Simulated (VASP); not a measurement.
SnO: single point with PBE+D3(BJ)

SnO, a slab with vacuum:

```xyz
8
Lattice="3.8207 0.0000 0.0000 0.0000 3.8207 0.0000 0.0000 0.0000 22.2280" Properties=species:S:1:pos:R:3 pbc="T T T"
Sn    3.8201    3.8201    4.5000
Sn    1.9097    1.9098    6.8640
Sn    2.3873    2.8649   10.9640
Sn    4.2977    4.7752   13.3280
O     3.8201    1.9098    5.6820
O     1.9098    3.8201    5.6820
O     2.3873    4.7752   12.1460
O     4.2976    2.8649   12.1460
```

This cell differs from its parent crystal: layers slid over each other.

* Program: VASP 6.6.1
* Task: single point
* Functional: PBE
* Dispersion: D3(BJ)
* Potentials or basis: VASP PAW PBE potentials, release 64 (Sn_d, O)
* Cutoff: 520 eV
* k mesh: 7 × 7 × 1
* Occupations: gaussian, width 0.05 eV
* Spin: no spin polarisation
* Dipole correction: yes
* Further INCAR settings: ALGO = Normal; EDIFF = 1e-07; NBANDS = 50

```
Largest force              : 0.075 eV/Å
Band gap on the k mesh     : 2.41 eV (least direct gap 2.54 eV)
Dispersion energy per atom : -0.156 eV
```

Forces in eV/Å, atoms in the order of the input:
```
Sn  -0.003 -0.006 -0.070
Sn  -0.018 -0.034  0.064
Sn   0.018  0.034 -0.064
Sn   0.003  0.006  0.070
O   -0.018  0.011  0.004
O    0.007 -0.029  0.003
O   -0.007  0.029 -0.003
O    0.018 -0.011 -0.004
```

Levels at points of the mesh, in eV from the valence-band top:
```
           k point  band 38  band 39  band 40  band 41  band 42  band 43
(0.00, 0.00, 0.00)    -1.97    -0.66    -0.04     2.50     2.84     2.84
```

It took 6.5 min on 1 thread of AMD EPYC 9R45 96-Core Processor (Zen 5), on a shared host, peak memory 0.48 GiB.

Caveat: the cell differs from its parent crystal (layers slid over each other); spin-orbit coupling is left out, which moves the levels of the heavy elements.
